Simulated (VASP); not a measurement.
Set up this calculation in VASP 6.6.1, as the native input.

```yaml
Task: single point
Functional: LDA
Potentials_or_basis: VASP PAW LDA potentials, release 64 (Sn_d, Te)
Cutoff: 500 eV
k_mesh: 10 × 10 × 10
Occupations: gaussian, width 0.01 eV
Spin: no spin polarisation
Dipole_correction: no
Further_INCAR_settings: ALGO = Normal; EDIFF = 1e-06; NBANDS = 17
```

The structure of SnTe (f.blda) lies in POSCAR:

```
SnTe
1.0
    0.0000000000      3.1177615171      3.1177615171
    3.1177615171      0.0000000000      3.1177615171
    3.1177615171      3.1177615171      0.0000000000
Sn Te
1 1
Direct
    0.0000000000      0.0000000000      0.0000000000
    0.5000000000      0.5000000000      0.5000000000
```

The input as run:

INCAR

```
SYSTEM = SnTe
PREC = Accurate
ENCUT = 500
EDIFF = 1E-6
ISMEAR = 0
SIGMA = 0.01
LREAL = .FALSE.
LASPH = .TRUE.
NELM = 120
ALGO = Normal
ISIF = 2
LWAVE = .FALSE.
LCHARG = .FALSE.
NBANDS = 17
GGA_COMPAT = .FALSE.
```

KPOINTS

```
regular mesh
0
G
  10 10 10
  0 0 0
```

Potentials or basis: VASP PAW LDA potentials, release 64 (Sn_d, Te).

The run is started by

```bash
$ cat potpaw_LDA.64/Sn_d/POTCAR potpaw_LDA.64/Te/POTCAR > POTCAR
$ mpirun -np 1 vasp_std > vasp.out
```

It gave:

- Pressure: 0.0 GPa
- Band gap on the k mesh: 0.21 eV, direct

Caveat: spin-orbit coupling is left out, which moves the levels of the heavy elements.

Wall time 60 s on 1 thread of AMD EPYC 7R13 (shared host), peak memory 0.15 GiB.
